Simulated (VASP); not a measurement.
# Ge2Sb2Se (P-3m1) in VASP: a series of runs

The runs below take Ge2Sb2Se through relaxation of cell and atoms, single point, with PBE.

Program: VASP 6.6.1. These are calculated values, not measurements. Logs are shortened: lines on timing, memory, paths and dates and some standing lists are left out, and cuts for length are marked.

### 1 The cell of the first run

The structure is trigonal, space group P-3m1 (No. 164). Conventional cell: a = 4.302 Å, b = 4.302 Å, c = 9.495 Å, α = 90.00°, β = 90.00°, γ = 120.00°. Ge (site symmetry 3m) has 1 Se at 2.40 Å and 3 Sb at 2.76 Å within 3.2 Å. Sb (site symmetry 3m) has 3 Ge at 2.76 Å and 3 Sb at 3.40 Å within 3.6 Å. Se (site symmetry -3m) has 2 Ge at 2.40 Å within 3.2 Å.

The cell was generated, and may not be a known phase.

### 2 Relaxation of cell and atoms, PBE

File INCAR:

```
ALGO     = Normal         # electronic algorithm
EDIFF    = 1E-6           # SCF threshold, eV
EDIFFG   = -0.01          # ionic threshold
ENCUT    = 600            # plane-wave cutoff, eV
GGA      = PE             # functional
IBRION   = 2              # ionic algorithm
ISIF     = 3              # what is computed and relaxed
ISMEAR   = 0              # smearing method
LASPH    = True           # aspherical terms in the spheres
LCHARG   = False          # write CHGCAR
LREAL    = False          # projectors in reciprocal space
LWAVE    = False          # write WAVECAR
NELM     = 60             # most SCF steps
NSW      = 100            # ionic steps
PREC     = Accurate       # precision mode
SIGMA    = 0.1            # smearing width, eV
```

File KPOINTS:

```
k-points
0
Gamma
  12 12 4
```

File POSCAR:

```
Ge2Sb2Se
1.0
    4.3022516695      0.0000000000      0.0000000000
   -2.1511258348      3.7258592393      0.0000000000
    0.0000000000      0.0000000000      9.4953288326
Ge Sb Se
2 2 1
Direct
    0.0000000000      0.0000000000      0.2477313075
    0.0000000000      0.0000000000      0.7522686925
    0.3333333333      0.6666666667      0.1221370503
    0.6666666667      0.3333333333      0.8778629497
    0.0000000000      0.0000000000      0.5000000000
```

Potentials or basis: VASP PAW PBE potentials, release 64 (Ge_d, Sb, Se).

Launch:

```
cat potpaw_PBE.64/Ge_d/POTCAR potpaw_PBE.64/Sb/POTCAR potpaw_PBE.64/Se/POTCAR > POTCAR
mpirun -np 1 vasp_std > vasp.out
```

OUTCAR:

```text
EDIFF = 1E-6
   EDIFFG = -0.01
   ENCUT = 600
   GGA = PE
   IBRION = 2
   ISIF = 3
   ISMEAR = 0
   LASPH = True
   LREAL = False
   NELM = 60
   NSW = 100
   PREC = Accurate

 ion  position               nearest neighbor table
   1  0.000  0.000  0.248-   5 2.40   3 2.76   3 2.76   3 2.76
   2  0.000  0.000  0.752-   5 2.40   4 2.76   4 2.76   4 2.76
   3  0.333  0.667  0.122-   1 2.76   1 2.76   1 2.76   4 3.40   4 3.40   4 3.40
   4  0.667  0.333  0.878-   2 2.76   2 2.76   2 2.76   3 3.40   3 3.40   3 3.40
   5  0.000  0.000  0.500-   1 2.40   2 2.40

  LATTYP: Found a hexagonal cell.
 ALAT       =     4.3022516695
 C/A-ratio  =     2.2070602935

  Lattice vectors:

 A1 = (   4.3022516695,   0.0000000000,   0.0000000000)
 A2 = (  -2.1511258348,   3.7258592393,   0.0000000000)
 A3 = (   0.0000000000,   0.0000000000,   9.4953288326)

Analysis of symmetry for initial positions (statically):
=====================================================================
 Subroutine PRICEL returns:
 Original cell was already a primitive cell.

 Routine SETGRP: Setting up the symmetry group for a
 hexagonal supercell.

 Subroutine GETGRP returns: Found 12 space group operations
 (whereof 12 operations were pure point group operations)
 out of a pool of 24 trial point group operations.

The static configuration has the point symmetry D_3d.

Analysis of symmetry for dynamics (positions and initial velocities):
=====================================================================
 Subroutine PRICEL returns:
 Original cell was already a primitive cell.

 Routine SETGRP: Setting up the symmetry group for a
 hexagonal supercell.

 Subroutine GETGRP returns: Found 12 space group operations
 (whereof 12 operations were pure point group operations)
 out of a pool of 24 trial point group operations.

The dynamic configuration has the point symmetry D_3d.

 Subroutine INISYM returns: Found 12 space group operations
 (whereof 12 operations are pure point group operations),
 and found     1 'primitive' translations

----------------------------------------------------------------------------------------

                                     Primitive cell

  volume of cell :     152.2062

  direct lattice vectors                    reciprocal lattice vectors
     4.302251670  0.000000000  0.000000000     0.232436426  0.134197233  0.000000000
[... 114 lines left out ...]
  Fermi-wavevector in a.u.,A,eV,Ry     =   1.082468  2.045567 15.942442  1.171736
  Thomas-Fermi vector in A             =   2.218510
   LORBIT       =      0    0 simple, 1 ext, 2 COOP (PROOUT), +10 PAW based schemes
   GGA     = PE    functional components
   LHFCALC =     F    Hartree Fock is set to
   AEXX    =    0.0000 exact exchange contribution
   IVDW    =     0    specifies the selected vdW correction
   LEPSILON=     F    determine dielectric tensor
   LRPA    =     F    only Hartree local field effects (RPA)
 conjugate gradient relaxation of ions
 non-spin polarized calculation
 Gauss-broadening in eV      SIGMA  =   0.10
  energy-cutoff  :      600.00
  volume of cell :      152.21
 maximum number of plane-waves:      5110
 NGX is ok and might be reduce to    36
   NGX = 17   NGY = 17   NGZ = 37

--------------------------------------- Ionic step        1  -------------------------------------------

 number of electron      44.0000019 magnetization

 Free energy of the ion-electron system (eV)
  ---------------------------------------------------
  ext. energy  EPLUGINS =         0.00000000
  ---------------------------------------------------
  free energy    TOTEN  =       -19.95198770 eV

  energy without entropy =      -19.93861736  energy(sigma->0) =      -19.94530253

------------------------ aborting loop because EDIFF is reached ----------------------------------------

  FORCE on cell =-STRESS in cart. coord.  units (eV):
  Direction    XX          YY          ZZ          XY          YZ          ZX
  --------------------------------------------------------------------------------------
  -------------------------------------------------------------------------------------
  Total        0.1230127      0.1230127      0.5378493     -0.0000000      0.0000000     -0.0000000
  in kB        1.2948758      1.2948758      5.6615963     -0.0000000      0.0000000     -0.0000000
  external PRESSURE =       2.7504493 kB  Pullay stress =       0.0000000 kB
[... 98 lines left out ...]
  FREE ENERGIE OF THE ION-ELECTRON SYSTEM (eV)
  ---------------------------------------------------
  free  energy   TOTEN  =       -19.9572481007 eV

  energy  without entropy=      -19.9429041175  energy(sigma->0) =      -19.95007611

[... ionic steps 4 to 15 ...]

--------------------------------------- Ionic step       16  -------------------------------------------

 number of electron      44.0000022 magnetization

------------------------ aborting loop because EDIFF is reached ----------------------------------------
[... 73 lines left out ...]
--------------------------------------- Ionic step       18  -------------------------------------------

 number of electron      44.0000023 magnetization

 Free energy of the ion-electron system (eV)
  ---------------------------------------------------
  ext. energy  EPLUGINS =         0.00000000
  ---------------------------------------------------
  free energy    TOTEN  =       -19.96173053 eV

  energy without entropy =      -19.94658324  energy(sigma->0) =      -19.95415688

 E-fermi :   3.8224     XC(G=0):  -8.8601

 val. band max:        3.8085666807   @ k =   0.2500   0.0000   0.5000
 cond. band min:       3.8238661800   @ k =   0.0000   0.0000   0.2500
 fundamental gap:      0.0152994993
 Fermi energy:         3.8224236738

 k-point     1 :       0.0000    0.0000    0.0000
  band No.  band energies     occupation
      1     -20.9029      2.00000
      2     -20.9001      2.00000
      3     -20.8693      2.00000
      4     -20.8693      2.00000
      5     -20.8689      2.00000
      6     -20.8689      2.00000
[... 685 lines left out ...]
     25       6.1559      0.00000
     26       6.7950      0.00000

 [... further k-points ...]

------------------------ aborting loop because EDIFF is reached ----------------------------------------

  FORCE on cell =-STRESS in cart. coord.  units (eV):
  Direction    XX          YY          ZZ          XY          YZ          ZX
  --------------------------------------------------------------------------------------
  -------------------------------------------------------------------------------------
  Total       -0.0107092     -0.0107092      0.0027051      0.0000000      0.0000000      0.0000000
  in kB       -0.1129659     -0.1129659      0.0285352      0.0000000      0.0000000      0.0000000
  external PRESSURE =      -0.0657989 kB  Pullay stress =       0.0000000 kB
[... 20 lines left out ...]
  FREE ENERGIE OF THE ION-ELECTRON SYSTEM (eV)
  ---------------------------------------------------
  free  energy   TOTEN  =       -19.9617305287 eV

  energy  without entropy=      -19.9465832369  energy(sigma->0) =      -19.95415688

 reached required accuracy - stopping structural energy minimisation
```

Run time: 26 min. Hardware: 1 thread of Intel Xeon Platinum 8559C (Emerald Rapids), shared host; peak memory 0.59 GiB.

What came out:

* Free energy: -19.9617 eV
* Relaxed volume: 30.38 Å³/atom
* Relaxed cell: a = 4.270 Å, b = 4.270 Å, c = 9.617 Å, α = 90.00°, β = 90.00°, γ = 120.00°
* Space group after relaxing (to 0.1 Å): P-3m1 (No. 164)
* Energy gained by relaxing: 1.9 meV/atom
* Ionic steps: 18
* Pressure after relaxing: 0.0 GPa
* Largest force after relaxing: 0.008 eV/Å
* Band gap on the k mesh: zero (bands 22 and 23 overlap by 1.02 eV)

Forces on the atoms (eV/Å):
```
Ge   0.000  0.000  0.008
Ge   0.000  0.000 -0.008
Sb   0.000  0.000 -0.001
Sb   0.000  0.000  0.001
Se   0.000  0.000  0.000
```

The path:
```tsv
step	energy change (eV)	largest force (eV/Å)	pressure (GPa)	volume (Å³)
1	0.0000	0.1768	0.28	152.21
2	-0.0049	0.0992	-0.12	153.36
3	-0.0053	0.0558	-0.33	154.09
4	-0.0081	0.0140	-0.23	153.20
5	-0.0086	0.0455	-0.19	152.79
6	-0.0082	0.1090	0.03	151.98
7	-0.0087	0.0690	-0.08	152.49
8	-0.0095	0.0128	0.03	151.77
9	-0.0095	0.0126	0.06	151.74
10	-0.0095	0.0126	0.03	151.76
11	-0.0096	0.0130	-0.01	151.94
12	-0.0096	0.0133	-0.07	151.98
13	-0.0096	0.0131	0.00	151.95
14	-0.0096	0.0131	-0.04	151.96
15	-0.0096	0.0131	-0.04	151.96
16	-0.0096	0.0132	-0.02	151.95
17	-0.0096	0.0111	-0.01	151.94
18	-0.0097	0.0083	-0.01	151.89
```

Final structure:
```xyz
5
Lattice="4.2704 0.0000 0.0000 -2.1352 3.6982 0.0000 0.0000 0.0000 9.6174" Properties=species:S:1:pos:R:3 pbc="T T T"
Ge   -2.1352    3.6982    2.4060
Ge    0.0000    0.0000    7.2114
Sb    0.0000    2.4655    1.1514
Sb    2.1352    1.2327    8.4660
Se    0.0000    0.0000    4.8087
```

Levels at points of the mesh, in eV from the Fermi level:
```tsv
k point	band 20	band 21	band 22	band 23	band 24	band 25
(0.00, 0.00, 0.00)	-1.02	-0.16	0.19	0.19	1.81	1.81
(0.50, 0.00, 0.00)	-1.63	-1.06	-0.69	0.37	0.97	2.42
(0.00, 0.00, 0.50)	-0.72	-0.21	-0.21	0.07	1.58	2.45
(0.50, 0.00, 0.50)	-2.03	-1.36	-0.56	-0.21	1.86	2.25
```

Caveat: spin-orbit coupling is left out, which moves the levels of the heavy elements.

### 3 Single point, PBE

File INCAR:

```
SYSTEM = Ge2Sb2Se
ALGO = Normal
EDIFF = 1E-6
ENCUT = 520
GGA = PE
ISIF = 2
ISMEAR = 0
LASPH = .True.
LCHARG = .False.
LREAL = .False.
LWAVE = .False.
NBANDS = 30
NELM = 60
PREC = Accurate
SIGMA = 0.1
```

File KPOINTS:

```
k-points
0
Gamma
  6 6 2
  0 0 0
```

POSCAR is that of step 2.

Potentials or basis: VASP PAW PBE potentials, release 64 (Ge_d, Sb, Se).

Launch:

```
cat potpaw_PBE.64/Ge_d/POTCAR potpaw_PBE.64/Sb/POTCAR potpaw_PBE.64/Se/POTCAR > POTCAR
mpirun -np 1 vasp_std > vasp.out
```

Run time: 88 s. Hardware: 1 thread of Intel Xeon 8259CL, shared host; peak memory 0.28 GiB.

Results (log left out):

* Free energy: -19.9984 eV
* Pressure: 0.1 GPa
* Largest force: 0.024 eV/Å
* Band gap on the k mesh: zero (bands 22 and 23 overlap by 0.62 eV)

Forces on the atoms (eV/Å):
```
Ge   0.000  0.000 -0.001
Ge   0.000  0.000  0.001
Sb   0.000  0.000 -0.024
Sb   0.000  0.000  0.024
Se   0.000  0.000  0.000
```

Stress tensor (GPa, compression positive):
```
0.06 0.00 0.00
0.00 0.06 0.00
0.00 0.00 0.28
```

Levels at points of the mesh, in eV from the Fermi level:
| k point | band 18 | band 19 | band 20 | band 21 | band 22 | band 23 | band 24 | band 25 | band 26 | band 27 |
| --- | --- | --- | --- | --- | --- | --- | --- | --- | --- | --- |
| (0.00, 0.00, 0.00) | -1.18 | -1.12 | -1.12 | -0.31 | 0.13 | 0.13 | 1.77 | 1.77 | 1.94 | 2.15 |
| (0.50, 0.00, 0.00) | -2.91 | -2.88 | -1.74 | -0.98 | -0.68 | 0.42 | 0.98 | 2.34 | 3.42 | 3.86 |
| (0.00, 0.00, 0.50) | -1.45 | -0.86 | -0.86 | -0.24 | -0.24 | -0.15 | 1.46 | 2.41 | 2.41 | 2.49 |
| (0.50, 0.00, 0.50) | -2.48 | -2.16 | -2.13 | -1.26 | -0.47 | -0.22 | 1.87 | 2.23 | 2.86 | 2.96 |

Caveat: spin-orbit coupling is left out, which moves the levels of the heavy elements.

### 4 Single point, PBE

File INCAR:

```
PREC = Accurate ; ENCUT = 520
EDIFF = 1E-6 ; ISMEAR = 0
SIGMA = 0.1 ; LREAL = F
LASPH = T ; NELM = 60
ALGO = Normal ; ISIF = 2
LWAVE = F ; LCHARG = T
GGA = PE ; LELF = T
LVHAR = T ; NBANDS = 30
```

File KPOINTS:

```
Automatic mesh
0
Gamma
  12 12 4
```

File POSCAR:

```
Ge2Sb2Se
1.0
    4.2738438089      0.0000000000      0.0000000000
   -2.1369219045      3.7012573103      0.0000000000
    0.0000000000      0.0000000000      9.6045012533
Ge Sb Se
2 2 1
Direct
    0.0000000000      0.0000000000      0.2500033753
    0.0000000000      0.0000000000      0.7499966247
    0.3333333333      0.6666666667      0.1199738674
    0.6666666667      0.3333333333      0.8800261326
    0.0000000000      0.0000000000      0.5000000000
```

Launch:

```
cat potpaw_PBE.64/Ge_d/POTCAR potpaw_PBE.64/Sb/POTCAR potpaw_PBE.64/Se/POTCAR > POTCAR
mpirun -np 1 vasp_std > vasp.out
```

It took 7.1 min on 1 thread of Intel Xeon 8259CL, shared host; peak memory 0.47 GiB.

The run converged. Its results:

* Free energy: -19.9613 eV
* Pressure: 0.0 GPa
* Largest force: 0.017 eV/Å
* Band gap on the k mesh: zero (bands 22 and 23 overlap by 1.01 eV)

Forces on the atoms (eV/Å):
```
Ge   0.000  0.000  0.010
Ge   0.000  0.000 -0.010
Sb   0.000  0.000 -0.017
Sb   0.000  0.000  0.017
Se   0.000  0.000  0.000
```

Stress tensor (GPa, compression positive):
```
-0.02  0.00  0.00
 0.00 -0.02  0.00
 0.00  0.00  0.07
```

Levels at points of the mesh, in eV from the Fermi level:
```tsv
k point	band 18	band 19	band 20	band 21	band 22	band 23	band 24	band 25	band 26	band 27
(0.00, 0.00, 0.00)	-1.18	-1.03	-1.03	-0.18	0.18	0.18	1.81	1.81	2.04	2.05
(0.50, 0.00, 0.00)	-2.96	-2.81	-1.65	-1.05	-0.70	0.37	0.97	2.40	3.25	3.75
(0.00, 0.00, 0.50)	-1.37	-0.73	-0.73	-0.22	-0.22	0.04	1.56	2.44	2.44	2.46
(0.50, 0.00, 0.50)	-2.51	-2.24	-2.05	-1.35	-0.55	-0.21	1.86	2.24	2.77	2.87
```

Caveat: spin-orbit coupling is left out, which moves the levels of the heavy elements.

### 5 Summary

| task | cell | k mesh | cutoff (eV) | gap on the mesh (eV) | pressure (GPa) | largest force (eV/Å) |
| --- | --- | --- | --- | --- | --- | --- |
| relaxation of cell and atoms | relaxed from a = 4.302, b = 4.302, c = 9.495 Å, angles 90.0, 90.0, 120.0°, 5 atoms, atomic positions A | 12 × 12 × 4 | 600 | none | 0.0 | 0.01 |
| single point | a = 4.302, b = 4.302, c = 9.495 Å, angles 90.0, 90.0, 120.0°, 5 atoms, atomic positions A | 6 × 6 × 2 | 520 | none | 0.1 | 0.02 |
| single point | a = 4.274, b = 4.274, c = 9.605 Å, angles 90.0, 90.0, 120.0°, 5 atoms, atomic positions B | 12 × 12 × 4 | 520 | none | 0.0 | 0.02 |

Alike in all rows: level PBE; potentials or basis VASP PAW PBE potentials, release 64 (Ge_d, Sb, Se); no spin polarisation; smearing gaussian 0.1 eV.

Caveats: spin-orbit coupling is left out, which moves the levels of the heavy elements.

Total energies depend on the potentials used, so only differences within one code and one set of settings carry meaning.

The gap in the log of VASP goes by the Fermi energy; the results here count the filled bands.